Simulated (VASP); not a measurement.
# Al (P6_3/mmc) in VASP: notebook

Runs on Al. Level: PBEsol+D3(BJ). Tasks: relaxation of shape and atoms at fixed volume, single point.

Program: VASP 6.6.1. These are calculated values, not measurements. Logs are shortened: lines on timing, memory, paths and dates and some standing lists are left out, and cuts for length are marked.

**1. The cell of the first run**

Symmetry: P6_3/mmc, No. 194, hexagonal system. The conventional cell has a = 2.856 Å, b = 2.856 Å, c = 9.373 Å, α = 90.00°, β = 90.00°, γ = 120.00°. Al (site symmetry -3m) has 12 Al at 2.86 to 2.87 Å within 3.8 Å. Within 3.8 Å of Al (site symmetry -6m2) lie 12 Al at 2.86 to 2.87 Å.

**2. Relaxation of shape and atoms at fixed volume, PBEsol+D3(BJ) (volume scaled by 1.06)**

The input, INCAR:

```
SYSTEM = Al
ALGO = Fast
EDIFF = 1E-7
EDIFFG = -0.01
ENCUT = 600
GGA = PS
IBRION = 2
ISIF = 4
ISMEAR = 0
IVDW = 12
LASPH = .TRUE.
LCHARG = .FALSE.
LREAL = .FALSE.
LWAVE = .FALSE.
NELM = 100
NSW = 50
PREC = Accurate
SIGMA = 0.1
```

The input, KPOINTS:

```
k-points
0
G
  18 18 6
  0 0 0
```

The input, POSCAR:

```
Al
1.0
    2.8560561075      0.0000000000      0.0000000000
   -1.4280280538      2.4734171437      0.0000000000
    0.0000000000      0.0000000000      9.3731255217
Al
4
Direct
    0.0000000000      0.0000000000      0.0000000000
    0.3333333333      0.6666666667      0.2500000000
    0.0000000000      0.0000000000      0.5000000000
    0.6666666667      0.3333333333      0.7500000000
```

Potentials or basis: VASP PAW PBE potentials, release 64 (Al).

Started as:

```
> cat potpaw_PBE.64/Al/POTCAR > POTCAR
> mpirun -np 1 vasp_std > vasp.out
```

OUTCAR:

```text
SYSTEM = Al
   EDIFF = 1E-7
   EDIFFG = -0.01
   ENCUT = 600
   GGA = PS
   IBRION = 2
   ISIF = 4
   ISMEAR = 0
   IVDW = 12
   LASPH = .TRUE.
   LREAL = .FALSE.
   NELM = 100
   NSW = 50
   PREC = Accurate
 IVDW          = 12

 ion  position               nearest neighbor table
   1  0.000  0.000  0.000-   2 2.87   4 2.87   4 2.87   2 2.87   4 2.87   2 2.87
   2  0.333  0.667  0.250-   1 2.87   3 2.87   1 2.87   3 2.87   1 2.87   3 2.87
   3  0.000  0.000  0.500-   2 2.87   4 2.87   4 2.87   2 2.87   4 2.87   2 2.87
   4  0.667  0.333  0.750-   1 2.87   3 2.87   1 2.87   3 2.87   1 2.87   3 2.87

  LATTYP: Found a hexagonal cell.
 ALAT       =     2.8560561075
 C/A-ratio  =     3.2818422219

  Lattice vectors:

 A1 = (   2.8560561075,   0.0000000000,   0.0000000000)
 A2 = (  -1.4280280538,   2.4734171437,   0.0000000000)
 A3 = (   0.0000000000,   0.0000000000,   9.3731255217)

Analysis of symmetry for initial positions (statically):
=====================================================================
 Subroutine PRICEL returns:
 Original cell was already a primitive cell.

 Routine SETGRP: Setting up the symmetry group for a
 hexagonal supercell.

 Subroutine GETGRP returns: Found 24 space group operations
 (whereof 12 operations were pure point group operations)
 out of a pool of 24 trial point group operations.

The static configuration has the point symmetry D_3d.
 The point group associated with its full space group is D_6h.

Analysis of symmetry for dynamics (positions and initial velocities):
=====================================================================
 Subroutine PRICEL returns:
 Original cell was already a primitive cell.

 Routine SETGRP: Setting up the symmetry group for a
 hexagonal supercell.

 Subroutine GETGRP returns: Found 24 space group operations
 (whereof 12 operations were pure point group operations)
 out of a pool of 24 trial point group operations.

The dynamic configuration has the point symmetry D_3d.
 The point group associated with its full space group is D_6h.

 Subroutine INISYM returns: Found 24 space group operations
 (whereof 12 operations are pure point group operations),
 and found     1 'primitive' translations

----------------------------------------------------------------------------------------

                                     Primitive cell

  volume of cell :      66.2138

  direct lattice vectors                    reciprocal lattice vectors
     2.856056108  0.000000000  0.000000000     0.350133177  0.202149484  0.000000000
    -1.428028054  2.473417144  0.000000000     0.000000000  0.404298969  0.000000000
     0.000000000  0.000000000  9.373125522     0.000000000  0.000000000  0.106687998

  length of vectors
     2.856056108  2.856056108  9.373125522     0.404298969  0.404298969  0.106687998

  position of ions in fractional coordinates (direct lattice)
     0.000000000  0.000000000  0.000000000
     0.333333333  0.666666667  0.250000000
     0.000000000  0.000000000  0.500000000
     0.666666667  0.333333333  0.750000000

  ion indices of the primitive-cell ions
   primitive index   ion index
                 1           1
                 2           2
                 3           3
                 4           4

----------------------------------------------------------------------------------------

 KPOINTS: k-points

Automatic generation of k-mesh.
 Grid dimensions read from file:
 generate k-points for:   18   18    6

 Generating k-lattice:

  Cartesian coordinates                     Fractional coordinates (reciprocal lattice)
     0.019451843  0.011230527  0.000000000     0.055555556 -0.000000000  0.000000000
     0.000000000  0.022461054  0.000000000     0.000000000  0.055555556  0.000000000
[... 77 lines left out ...]
     AMIX     =   0.40;   BMIX     =  1.00
     AMIX_MAG =   1.60;   BMIX_MAG =  1.00
  volume/ion in A,a.u.               =      16.55       111.71
  Fermi-wavevector in a.u.,A,eV,Ry     =   0.926444  1.750725 11.677854  0.858298
  Thomas-Fermi vector in A             =   2.052407
   LORBIT       =      0    0 simple, 1 ext, 2 COOP (PROOUT), +10 PAW based schemes
   GGA     = PS    functional components
   LHFCALC =     F    Hartree Fock is set to
   AEXX    =    0.0000 exact exchange contribution
   IVDW    =    12    specifies the selected vdW correction
   LEPSILON=     F    determine dielectric tensor
   LRPA    =     F    only Hartree local field effects (RPA)
 conjugate gradient relaxation of ions
 non-spin polarized calculation
 RMM-DIIS sequential band-by-band and
 Gauss-broadening in eV      SIGMA  =   0.10
  energy-cutoff  :      600.00
  volume of cell :       66.21
 maximum number of plane-waves:      2232
 NGX is ok and might be reduce to    24
   NGX = 11   NGY = 11   NGZ = 37

--------------------------------------- Ionic step        1  -------------------------------------------

 number of electron      12.0000000 magnetization

 Free energy of the ion-electron system (eV)
  ---------------------------------------------------
  ext. energy  EPLUGINS =         0.00000000
  ---------------------------------------------------
  free energy    TOTEN  =       -16.31649369 eV

  energy without entropy =      -16.30920302  energy(sigma->0) =      -16.31284836

------------------------ aborting loop because EDIFF is reached ----------------------------------------

 Edisp (eV)   -1.26564

 E8    (eV) :    -0.8523

  FORCE on cell =-STRESS in cart. coord.  units (eV):
  Direction    XX          YY          ZZ          XY          YZ          ZX
  --------------------------------------------------------------------------------------
  -------------------------------------------------------------------------------------
  Total      -1.91713    -1.91713    -1.84276     0.00000    -0.00000    -0.00000
  in kB     -46.38895   -46.38895   -44.58929     0.00000    -0.00000    -0.00000
  external pressure =      -45.79 kB  Pullay stress =        0.00 kB

 VOLUME and BASIS-vectors are now :
 -----------------------------------------------------------------------------
  energy-cutoff  :      600.00
  volume of cell :       66.21
      direct lattice vectors                 reciprocal lattice vectors
     2.856056108  0.000000000  0.000000000     0.350133177  0.202149484  0.000000000
    -1.428028054  2.473417144  0.000000000     0.000000000  0.404298969  0.000000000
     0.000000000  0.000000000  9.373125522     0.000000000  0.000000000  0.106687998

 POSITION                                       TOTAL-FORCE (eV/Angst)
 -----------------------------------------------------------------------------------
      0.00000      0.00000      0.00000         0.000000      0.000000      0.000000
     -0.00000      1.64894      2.34328        -0.000000      0.000000     -0.000000
      0.00000      0.00000      4.68656         0.000000      0.000000      0.000000
      1.42803      0.82447      7.02984        -0.000000      0.000000     -0.000000
 -----------------------------------------------------------------------------------
    total drift:                               -0.000000      0.000000      0.000000

  FREE ENERGIE OF THE ION-ELECTRON SYSTEM (eV)
  ---------------------------------------------------
  free  energy   TOTEN  =       -17.5821292469 eV

  energy  without entropy=      -17.5748385802  energy(sigma->0) =      -17.57848391

--------------------------------------- Ionic step        2  -------------------------------------------

 number of electron      12.0000000 magnetization

 Free energy of the ion-electron system (eV)
  ---------------------------------------------------
  ext. energy  EPLUGINS =         0.00000000
  ---------------------------------------------------
  free energy    TOTEN  =       -16.31652722 eV

  energy without entropy =      -16.30924154  energy(sigma->0) =      -16.31288438

 E-fermi :   7.9089     XC(G=0): -10.2457

 val. band max:        7.8718495606   @ k =   0.2778   0.2778   0.0000
 cond. band min:       7.9295119351   @ k =   0.3889   0.1667   0.1667
 fundamental gap:      0.0576623745
 Fermi energy:         7.9088886343

 k-point     1 :       0.0000    0.0000    0.0000
  band No.  band energies     occupation
      1      -3.1927      2.00000
      2      -1.5234      2.00000
      3      -1.5164      2.00000
      4       3.3049      2.00000
      5       3.4735      2.00000
      6      11.2330      0.00000
      7      11.2437      0.00000
      8      18.6230      0.00000
      9      18.6313      0.00000
     10      18.8129      0.00000
[... 287 lines left out ...]
 k-point    24 :       0.3889    0.1111    0.0000
  band No.  band energies     occupation
      1       1.7226      2.00000
      2       3.3151      2.00000
      3       3.3224      2.00000
      4       4.2779      2.00000
      5       5.8979      2.00000
      6       5.9309      2.00000
      7       7.9939      0.22918
      8       8.3421      0.00000
      9      10.2448      0.00000
     10      10.4750      0.00000

 [... further k-points ...]

------------------------ aborting loop because EDIFF is reached ----------------------------------------

 Edisp (eV)   -1.26563

 E8    (eV) :    -0.8523

  FORCE on cell =-STRESS in cart. coord.  units (eV):
  Direction    XX          YY          ZZ          XY          YZ          ZX
  --------------------------------------------------------------------------------------
  -------------------------------------------------------------------------------------
  Total      -1.90286    -1.90286    -1.87000     0.00000    -0.00000     0.00000
  in kB     -46.04355   -46.04355   -45.24854     0.00000    -0.00000     0.00000
  external pressure =      -45.78 kB  Pullay stress =        0.00 kB

 VOLUME and BASIS-vectors are now :
 -----------------------------------------------------------------------------
  energy-cutoff  :      600.00
  volume of cell :       66.21
      direct lattice vectors                 reciprocal lattice vectors
     2.855202387  0.000000000 -0.000000000     0.350237869  0.202209928 -0.000000000
    -1.427601193  2.472677800  0.000000000    -0.000000000  0.404419856  0.000000000
     0.000000000 -0.000000000  9.378731589     0.000000000 -0.000000000  0.106624226

 POSITION                                       TOTAL-FORCE (eV/Angst)
 -----------------------------------------------------------------------------------
      0.00000      0.00000      0.00000        -0.000000      0.000000     -0.000000
     -0.00000      1.64845      2.34468         0.000000      0.000000      0.000000
      0.00000     -0.00000      4.68937        -0.000000      0.000000     -0.000000
      1.42760      0.82423      7.03405        -0.000000     -0.000000     -0.000000
 -----------------------------------------------------------------------------------
    total drift:                               -0.000000      0.000000      0.000000

  FREE ENERGIE OF THE ION-ELECTRON SYSTEM (eV)
  ---------------------------------------------------
  free  energy   TOTEN  =       -17.5821613058 eV

  energy  without entropy=      -17.5748756232  energy(sigma->0) =      -17.57851846

 reached required accuracy - stopping structural energy minimisation
```

It took 1.8 min on 1 thread of Intel Xeon 6975P-C, shared host; peak memory 0.27 GiB.

Results:

```yaml
Free_energy: -17.5822 eV
Energy_gained_by_relaxing: 0.0 meV/atom
Ionic_steps: 2
Pressure_after_relaxing: -4.6 GPa
Band_gap_on_the_k_mesh: zero (band 6 reaches 11.76 eV, above the bottom of band 7 at 6.37 eV)
Dispersion_energy_per_atom: -0.316 eV
```

Stress tensor (GPa, compression positive):
```
-4.60  0.00  0.00
 0.00 -4.60  0.00
 0.00  0.00 -4.52
```

Final structure:
```yaml
crystal:
  lattice:
    - [2.85520, 0.00000, 0.00000]
    - [-1.42760, 2.47268, 0.00000]
    - [0.00000, 0.00000, 9.37873]
  atoms:
    - { symbol: Al, position: [0.00000, 0.00000, 0.00000] }
    - { symbol: Al, position: [0.33333, 0.66667, 0.25000] }
    - { symbol: Al, position: [0.00000, 0.00000, 0.50000] }
    - { symbol: Al, position: [0.66667, 0.33333, 0.75000] }
```

Levels at points of the mesh, in eV from the Fermi level:
```tsv
k point	band 3	band 4	band 5	band 6	band 7	band 8	band 9	band 10
(0.00, 0.00, 0.00)	-9.43	-4.60	-4.44	3.32	3.33	10.71	10.72	10.90
(0.50, 0.00, 0.00)	-3.89	-3.82	-3.31	-3.22	0.83	1.26	1.29	1.58
(0.00, 0.00, 0.50)	-7.36	-7.36	-0.94	-0.94	8.15	8.15	11.03	11.03
(0.50, 0.00, 0.50)	-4.74	-4.74	-1.84	-1.84	-1.20	-1.20	4.50	4.50
```

Caveat: the PAW data sets were made with another functional, which shifts forces and pressure a little; pairwise dispersion overbinds metals, which lowers pressure and volume.

(Continued in part 2 of 2.)
